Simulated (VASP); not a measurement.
A run of VASP 6.6.1 is set up as follows.

File INCAR:

```
SYSTEM = BaTiO3
PREC = Accurate
ENCUT = 520
EDIFF = 1E-7
ISMEAR = -1
SIGMA = 0.05
LREAL = .False.
LASPH = .True.
NELM = 80
ALGO = Normal
ISIF = 2
LWAVE = .False.
LCHARG = .False.
NBANDS = 28
```

The input KPOINTS:

```
regular mesh
0
Gamma
  8 8 8
  0 0 0
```

POSCAR

```
BaTiO3
1.0
    4.0073000000      0.0000000000      0.0000000000
    0.0000000000      4.0073000000      0.0000000000
    0.0000000000      0.0000000000      4.0073000000
Ba Ti O
1 1 3
Direct
    0.5000000000      0.5000000000      0.5000000000
    0.0000000000      0.0000000000      0.0000000000
    0.5000000000      0.0000000000      0.0000000000
    0.0000000000      0.5000000000      0.0000000000
    0.0000000000      0.0000000000      0.5000000000
```

Potentials or basis: VASP PAW LDA potentials, release 64 (Ba_sv, Ti_sv, O).

Command:

```sh
$ cat potpaw_LDA.64/Ba_sv/POTCAR potpaw_LDA.64/Ti_sv/POTCAR potpaw_LDA.64/O/POTCAR > POTCAR
$ mpirun -np 1 vasp_std > vasp.out
```

(1) Estimate the band gap on the k mesh.

(2) What does it give for the pressure?

## Answers

(1) 1.65 eV, indirect (least direct gap 1.79 eV).

(2) -7.4 GPa.

Caveat: spin-orbit coupling is left out, which moves the levels of the heavy elements.
